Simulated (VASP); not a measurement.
# BP (F-43m) in VASP: a series of runs, part 2 of 2

VASP 6.6.1. The steps go on from the part before.

## (4) Single point, LDA (volume scaled by 0.96)

Contents of INCAR:

```
SYSTEM = BP
  PREC = Accurate
  ENCUT = 520
  EDIFF = 1E-6
  ISMEAR = -1
  SIGMA = 0.08
  LREAL = .False.
  LASPH = .True.
  NELM = 100
  ALGO = Normal
  ISIF = 2
  LWAVE = .False.
  LCHARG = .False.
  NBANDS = 11
```

Contents of KPOINTS:

```
regular mesh
0
Gamma
  12 12 12
  0 0 0
```

Contents of POSCAR:

```
BP
1.0
    0.0000000000      2.2383340787      2.2383340787
    2.2383340787      0.0000000000      2.2383340787
    2.2383340787      2.2383340787      0.0000000000
B P
1 1
Direct
    0.0000000000      0.0000000000      0.0000000000
    0.7500000000      0.7500000000      0.7500000000
```

Potentials or basis: VASP PAW LDA potentials, release 64 (B, P).

On the command line:

```bash
$ cat potpaw_LDA.64/B/POTCAR potpaw_LDA.64/P/POTCAR > POTCAR
$ mpirun -np 1 vasp_std > vasp.out
```

OUTCAR:

```text
SYSTEM = BP
   PREC = Accurate
   ENCUT = 520
   EDIFF = 1E-6
   ISMEAR = -1
   LREAL = .False.
   LASPH = .True.
   NELM = 100
   ISIF = 2

 ion  position               nearest neighbor table
   1  0.000  0.000  0.000-   2 1.94   2 1.94   2 1.94   2 1.94
   2  0.750  0.750  0.750-   1 1.94   1 1.94   1 1.94   1 1.94

  LATTYP: Found a face centered cubic cell.
 ALAT       =     4.4766681574

  Lattice vectors:

 A1 = (   0.0000000000,   2.2383340787,   2.2383340787)
 A2 = (   2.2383340787,   0.0000000000,   2.2383340787)
 A3 = (   2.2383340787,   2.2383340787,   0.0000000000)

Analysis of symmetry for initial positions (statically):
=====================================================================
 Subroutine PRICEL returns:
 Original cell was already a primitive cell.

 Routine SETGRP: Setting up the symmetry group for a
 face centered cubic supercell.

 Subroutine GETGRP returns: Found 24 space group operations
 (whereof 24 operations were pure point group operations)
 out of a pool of 48 trial point group operations.

The static configuration has the point symmetry T_d .

Analysis of symmetry for dynamics (positions and initial velocities):
=====================================================================
 Subroutine PRICEL returns:
 Original cell was already a primitive cell.

 Routine SETGRP: Setting up the symmetry group for a
 face centered cubic supercell.

 Subroutine GETGRP returns: Found 24 space group operations
 (whereof 24 operations were pure point group operations)
 out of a pool of 48 trial point group operations.

The dynamic configuration has the point symmetry T_d .

 Subroutine INISYM returns: Found 24 space group operations
 (whereof 24 operations are pure point group operations),
 and found     1 'primitive' translations

----------------------------------------------------------------------------------------

                                     Primitive cell

  volume of cell :      22.4287

  direct lattice vectors                    reciprocal lattice vectors
     0.000000000  2.238334079  2.238334079    -0.223380417  0.223380417  0.223380417
     2.238334079  0.000000000  2.238334079     0.223380417 -0.223380417  0.223380417
     2.238334079  2.238334079  0.000000000     0.223380417  0.223380417 -0.223380417

  length of vectors
     3.165482411  3.165482411  3.165482411     0.386906232  0.386906232  0.386906232

  position of ions in fractional coordinates (direct lattice)
     0.000000000  0.000000000  0.000000000
     0.750000000  0.750000000  0.750000000

  ion indices of the primitive-cell ions
   primitive index   ion index
                 1           1
                 2           2

----------------------------------------------------------------------------------------

 KPOINTS: regular mesh

Automatic generation of k-mesh.
 Grid dimensions read from file:
 generate k-points for:   12   12   12

 Generating k-lattice:

  Cartesian coordinates                     Fractional coordinates (reciprocal lattice)
    -0.018615035  0.018615035  0.018615035     0.083333333  0.000000000  0.000000000
     0.018615035 -0.018615035  0.018615035     0.000000000  0.083333333  0.000000000
     0.018615035  0.018615035 -0.018615035     0.000000000  0.000000000  0.083333333

  Length of vectors
     0.032242186  0.032242186  0.032242186

  Shift w.r.t. Gamma in fractional coordinates (k-lattice)
     0.000000000  0.000000000  0.000000000

 Subroutine IBZKPT returns following result:
 ===========================================

 Found     72 irreducible k-points:

 Following reciprocal coordinates:
            Coordinates               Weight
  0.000000  0.000000  0.000000      1.000000
  0.083333  0.000000  0.000000      8.000000
  0.166667  0.000000  0.000000      8.000000
  0.250000  0.000000  0.000000      8.000000
  0.333333  0.000000  0.000000      8.000000
  0.416667  0.000000  0.000000      8.000000
[... 16 lines left out ...]
  0.500000  0.166667  0.000000     24.000000
 -0.416667  0.166667  0.000000     24.000000
 [... further k-points ...]
   k-points           NKPTS =     72   k-points in BZ     NKDIM =     72   number of bands    NBANDS=     11
   number of dos      NEDOS =    301   number of ions     NIONS =      2
   total plane-waves  NPLWV =  13824
   dimension x,y,z NGX =    24 NGY =   24 NGZ =   24
   dimension x,y,z NGXF=    48 NGYF=   48 NGZF=   48
   ions per type =               1   1
   NGX,Y,Z   is equivalent  to a cutoff of  12.60, 12.60, 12.60 a.u.
   NGXF,Y,Z  is equivalent  to a cutoff of  25.21, 25.21, 25.21 a.u.
 SYSTEM =  BP
   PREC   = accura    normal or accurate (medium, high low for compatibility)
   ISTART =      0    job   : 0-new  1-cont  2-samecut
   ICHARG =      2    charge: 1-file 2-atom 10-const
   ISPIN  =      1    spin polarized calculation?
   LNONCOLLINEAR =      F non collinear calculations
   LSORBIT =      F    spin-orbit coupling
   LASPH  =      T    aspherical Exc in radial PAW
   ENCUT  =  520.0 eV  38.22 Ry    6.18 a.u.   5.89  5.89  5.89*2*pi/ulx,y,z
   NELM   =    100;   NELMIN=  2; NELMDL= -5     # of ELM steps
   EDIFF  = 0.1E-05   stopping-criterion for ELM
   LREAL  =      F    real-space projection
   EDIFFG = 0.1E-04   stopping-criterion for IOM
   NSW    =      0    number of steps for IOM
   IBRION =     -1    ionic relax: 0-MD 1-quasi-New 2-CG
   NFREE  =      0    steps in history (QN), initial steepest desc. (CG)
   ISIF   =      2    stress and relaxation
   ISYM   =      2    0-nonsym 1-usesym 2-fastsym
   POTIM  = 0.5000    time-step for ionic-motion
   TEBEG  =    0.0;   TEEND  =   0.0 temperature during run
   PSTRESS=    0.0 pullay stress
   NELECT =       8.0000    total number of electrons
   NUPDOWN=      -1.0000    fix difference up-down
   EMIN   =  10.00;   EMAX   =-10.00  energy-range for DOS
   EFERMI =   0.00;   METHOD = LEGACY
   ISMEAR =    -1;   SIGMA  =   0.08  broadening in eV -4-tet -1-fermi 0-gaus
   EFERMI_NEDOS =   21; number of points for ismear=-14 and -15
   IALGO  =     38    algorithm
   IMIX   =      4    mixing-type and parameters
     AMIX     =   0.40;   BMIX     =  1.00
     AMIX_MAG =   1.60;   BMIX_MAG =  1.00
  volume/ion in A,a.u.               =      11.21        75.68
  Fermi-wavevector in a.u.,A,eV,Ry     =   1.161012  2.193994 18.339948  1.347948
  Thomas-Fermi vector in A             =   2.297588
   LORBIT       =      0    0 simple, 1 ext, 2 COOP (PROOUT), +10 PAW based schemes
   GGA     = CA    functional components
   LHFCALC =     F    Hartree Fock is set to
   AEXX    =    0.0000 exact exchange contribution
   IVDW    =     0    specifies the selected vdW correction
   LEPSILON=     F    determine dielectric tensor
   LRPA    =     F    only Hartree local field effects (RPA)
 non-spin polarized calculation
  energy-cutoff  :      520.00
  volume of cell :       22.43
 maximum number of plane-waves:       620
   NGX = 11   NGY = 11   NGZ = 11

 number of electron       8.0000001 magnetization

 Free energy of the ion-electron system (eV)
  ---------------------------------------------------
  ext. energy  EPLUGINS =         0.00000000
  ---------------------------------------------------
  free energy    TOTEN  =       -14.39865999 eV

  energy without entropy =      -14.39865046  energy(sigma->0) =      -14.39865522

 E-fermi :   8.4471     XC(G=0): -11.2573

 val. band max:        7.8994102712   @ k =   0.0000   0.0000   0.0000
 cond. band min:       9.0324011147   @ k =   0.4167   0.4167   0.0000
 fundamental gap:      1.1329908434
 Fermi energy:         8.4470714549

 k-point     1 :       0.0000    0.0000    0.0000
  band No.  band energies     occupation
      1      -7.8547      2.00000
      2       7.8994      1.99787
      3       7.8994      1.99787
      4       7.8994      1.99787
      5      11.3443      0.00000
      6      11.3443      0.00000
      7      11.3443      0.00000
      8      15.8985      0.00000
      9      19.4491      0.00000
     10      20.2026      0.00000
     11      20.2026      0.00000
[... 309 lines left out ...]
 k-point    24 :      -0.4167    0.1667    0.0000
  band No.  band energies     occupation
      1      -4.0326      2.00000
      2      -0.9111      2.00000
      3       3.9060      2.00000
      4       5.5174      2.00000
      5      11.4275      0.00000
      6      14.0754      0.00000
      7      14.3961      0.00000
      8      18.4426      0.00000
      9      19.9923      0.00000
     10      20.8713      0.00000
     11      24.1868      0.00000

 [... further k-points ...]
[... 5 lines left out ...]
  --------------------------------------------------------------------------------------
  -------------------------------------------------------------------------------------
  Total        0.2139808      0.2139808      0.2139808     -0.0000000      0.0000000      0.0000000
  in kB       15.2855353     15.2855353     15.2855353     -0.0000000      0.0000000      0.0000000
  external PRESSURE =      15.2855353 kB  Pullay stress =       0.0000000 kB

 VOLUME and BASIS-vectors are now :
 -----------------------------------------------------------------------------
  energy-cutoff  :      520.00
  volume of cell :       22.43
      direct lattice vectors                 reciprocal lattice vectors
     0.000000000  2.238334079  2.238334079    -0.223380417  0.223380417  0.223380417
     2.238334079  0.000000000  2.238334079     0.223380417 -0.223380417  0.223380417
     2.238334079  2.238334079  0.000000000     0.223380417  0.223380417 -0.223380417

 POSITION                                       TOTAL-FORCE (eV/Angst)
 -----------------------------------------------------------------------------------
      0.00000      0.00000      0.00000        -0.000000     -0.000000     -0.000000
      3.35750      3.35750      3.35750         0.000000      0.000000      0.000000
 -----------------------------------------------------------------------------------
    total drift:                               -0.000000     -0.000000     -0.000000

  FREE ENERGIE OF THE ION-ELECTRON SYSTEM (eV)
  ---------------------------------------------------
  free  energy   TOTEN  =       -14.3986599854 eV

  energy  without entropy=      -14.3986504618  energy(sigma->0) =      -14.39865522
```

OSZICAR:

```text
N       E                     dE             d eps       ncg     rms          rms(c)
DAV:   1     0.802810898664E+01    0.80281E+01   -0.39226E+03  1592   0.651E+02
DAV:   2    -0.147234834058E+02   -0.22752E+02   -0.21764E+02  2101   0.111E+02
DAV:   3    -0.153191291951E+02   -0.59565E+00   -0.59409E+00  1983   0.159E+01
DAV:   4    -0.153214263397E+02   -0.22971E-02   -0.22969E-02  1813   0.117E+00
DAV:   5    -0.153214380720E+02   -0.11732E-04   -0.11733E-04  1975   0.829E-02    0.779E+00
DAV:   6    -0.145378751122E+02    0.78356E+00   -0.17390E+00  1797   0.577E+00    0.409E+00
DAV:   7    -0.144116454988E+02    0.12623E+00   -0.29486E-01  1969   0.271E+00    0.133E+00
DAV:   8    -0.143986196241E+02    0.13026E-01   -0.32774E-02  1842   0.984E-01    0.235E-01
DAV:   9    -0.143986640219E+02   -0.44398E-04   -0.80189E-04  1827   0.200E-01    0.169E-01
DAV:  10    -0.143986582075E+02    0.58144E-05   -0.12700E-04  1773   0.641E-02    0.362E-02
DAV:  11    -0.143986604940E+02   -0.22865E-05   -0.87114E-06  1939   0.147E-02    0.441E-02
DAV:  12    -0.143986599854E+02    0.50859E-06   -0.27800E-06  1168   0.710E-03
   1 F= -.14398660E+02 E0= -.14398655E+02  d E =-.952361E-05
```

stdout:

```text
POSCAR found type information on POSCAR B P
 POSCAR found :  2 types and       2 ions
 scaLAPACK will be used
 LDA part: xc-table for (Slater(with rela. corr.)+CA(PZ))
 , standard interpolation
 POSCAR, INCAR and KPOINTS ok, starting setup
 FFT: planning ... GRIDC
 FFT: planning ... GRID_SOFT
 FFT: planning ... GRID
 WAVECAR not read
 entering main loop
```

Run time: 11 s. Hardware: 1 thread of Intel Xeon 6975P-C, shared host; peak memory 0.13 GiB.

What came out:

```
Free energy            : -14.3987 eV
Pressure               : 1.5 GPa
Band gap on the k mesh : 1.13 eV, indirect (least direct gap 3.44 eV)
```

 A k mesh can miss the band edges.

## (5) Single point, LDA (volume scaled by 0.99)

Contents of INCAR:

```
SYSTEM = BP
PREC = Accurate ; ENCUT = 520
EDIFF = 1E-7 ; ISMEAR = -1
SIGMA = 0.08 ; LREAL = .FALSE.
LASPH = .TRUE. ; NELM = 60
ALGO = Normal ; ISIF = 2
LWAVE = .FALSE. ; LCHARG = .FALSE.
NBANDS = 11
```

Contents of KPOINTS:

```
Automatic mesh
0
G
  12 12 12
  0 0 0
```

Contents of POSCAR:

```
BP
1.0
    0.0000000000      2.2614113146      2.2614113146
    2.2614113146      0.0000000000      2.2614113146
    2.2614113146      2.2614113146      0.0000000000
B P
1 1
Direct
    0.0000000000      0.0000000000      0.0000000000
    0.7500000000      0.7500000000      0.7500000000
```

On the command line:

```bash
$ cat potpaw_LDA.64/B/POTCAR potpaw_LDA.64/P/POTCAR > POTCAR
$ mpirun -np 1 vasp_std > vasp.out
```

It used 7.5 s of CPU time on 1 thread of Intel Xeon 6975P-C, on a shared host.

Results (log left out):

```yaml
Free_energy: -14.3939 eV
Pressure: -3.7 GPa
Band_gap_on_the_k_mesh: 1.17 eV, indirect (least direct gap 3.39 eV)
```

Levels at points of the mesh, in eV from the valence-band top:
```tsv
k point	band 1	band 2	band 3	band 4	band 5	band 6	band 7	band 8
(0.00, 0.00, 0.00)	-15.48	0.00	0.00	0.00	3.39	3.39	3.39	7.52
(0.50, 0.00, 0.00)	-12.11	-9.08	-1.76	-1.76	3.84	4.69	4.69	9.96
(0.50, 0.50, 0.00)	-10.60	-8.54	-4.14	-4.14	1.28	1.54	12.09	12.09
```

 A k mesh can miss the band edges.

## (6) Single point, LDA (volume scaled by 1.02)

Contents of INCAR:

```
SYSTEM = BP
PREC = Accurate
ENCUT = 520
EDIFF = 1E-7
ISMEAR = -1
SIGMA = 0.08
LREAL = .False.
LASPH = .True.
NELM = 80
ALGO = Normal
ISIF = 2
LWAVE = .False.
LCHARG = .True.
GGA = CA
LELF = .True.
LVHAR = .True.
NBANDS = 11
```

Contents of KPOINTS:

```
regular mesh
0
Gamma
  12 12 12
  0 0 0
```

Contents of POSCAR:

```
BP
1.0
    0.0000000000      2.2840269280      2.2840269280
    2.2840269280      0.0000000000      2.2840269280
    2.2840269280      2.2840269280      0.0000000000
B P
1 1
Direct
    0.0000000000      0.0000000000      0.0000000000
    0.7500000000      0.7500000000      0.7500000000
```

Potentials or basis: VASP PAW LDA potentials, release 64 (B, P).

On the command line:

```bash
$ cat potpaw_LDA.64/B/POTCAR potpaw_LDA.64/P/POTCAR > POTCAR
$ mpirun -np 1 vasp_std > vasp.out
```

It used 8.7 s of CPU time on 1 thread of Intel Xeon 6975P-C (shared host).

It converged, with:

```
Free energy            : -14.3677 eV
Pressure               : -8.3 GPa
Band gap on the k mesh : 1.21 eV, indirect (least direct gap 3.35 eV)
```

Levels at points of the mesh, in eV from the valence-band top:
```tsv
k point	band 1	band 2	band 3	band 4	band 5	band 6	band 7	band 8	band 9
(0.00, 0.00, 0.00)	-15.22	0.00	0.00	0.00	3.35	3.35	3.35	7.07	11.12
(0.50, 0.00, 0.00)	-11.96	-8.87	-1.72	-1.72	3.66	4.66	4.66	9.85	14.35
(0.50, 0.50, 0.00)	-10.49	-8.39	-4.04	-4.04	1.34	1.57	11.81	11.81	14.74
```

 A k mesh can miss the band edges.

## (7) Overview

| cell | gap on the mesh (eV) | pressure (GPa) |
| --- | --- | --- |
| a = 3.220 Å, angles 60.0°, 2 atoms | 1.20 | -6.8 |
| a = 3.251 Å, angles 60.0°, 2 atoms | 1.23 | -11.0 |
| a = 3.165 Å, angles 60.0°, 2 atoms | 1.13 | 1.5 |
| a = 3.198 Å, angles 60.0°, 2 atoms | 1.17 | -3.7 |
| a = 3.230 Å, angles 60.0°, 2 atoms | 1.21 | -8.3 |

Alike in all rows: task single point; level LDA; potentials or basis VASP PAW LDA potentials, release 64 (B, P); no spin polarisation; k mesh 12 × 12 × 12; cutoff (eV) 520; smearing fermi-dirac 0.08 eV.

Absolute energies hang on the potentials; compare differences alone.
